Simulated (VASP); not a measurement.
Write the native input for VASP 6.6.1 that does the following.

| Property | Result |
| --- | --- |
| Task | electric field gradients |
| Functional | PBE |
| Potentials or basis | VASP PAW PBE potentials, release 64 (Cu) |
| Cutoff | 520 eV |
| k mesh | 19 × 19 × 19 |
| Occupations | fermi-dirac, width 0.08 eV |
| Spin | no spin polarisation |
| Dipole correction | no |
| Further INCAR settings | ALGO = Normal; EDIFF = 1e-08; NBANDS = 12 |

The structure of Cu lies in POSCAR:

```
Cu
1.0
    0.0000000000      1.8617250000      1.8075000000
    1.8617250000      0.0000000000      1.8075000000
    1.8617250000      1.8617250000      0.0000000000
Cu
1
Direct
    0.0000000000      0.0000000000      0.0000000000
```

This cell differs from its parent crystal: equal xx and yy strain of +3 %.

The input as run:

INCAR

```
PREC = Accurate
ENCUT = 520
EDIFF = 1E-8
ISMEAR = -1
SIGMA = 0.08
LREAL = F
LASPH = T
NELM = 60
ALGO = Normal
ISIF = 2
LWAVE = F
LCHARG = F
GGA = PE
LEFG = T
NBANDS = 12
```

KPOINTS

```
regular mesh
0
Gamma
  19 19 19
```

Potentials or basis: VASP PAW PBE potentials, release 64 (Cu).

The run is started by

```sh
$ cat potpaw_PBE.64/Cu/POTCAR > POTCAR
$ mpirun -np 1 vasp_std > vasp.out
```

It gave:

- Pressure: -5.4 GPa

Caveat: the cell differs from its parent crystal (equal xx and yy strain of +3 %); without QUAD_EFG the Cq values of the log hold for a quadrupole moment of 1 mb, not for the nuclei.

Run time: 30 s on 1 thread of Intel(R) Xeon(R) 6975P-C (Granite Rapids) (shared host), peak memory 0.19 GiB.
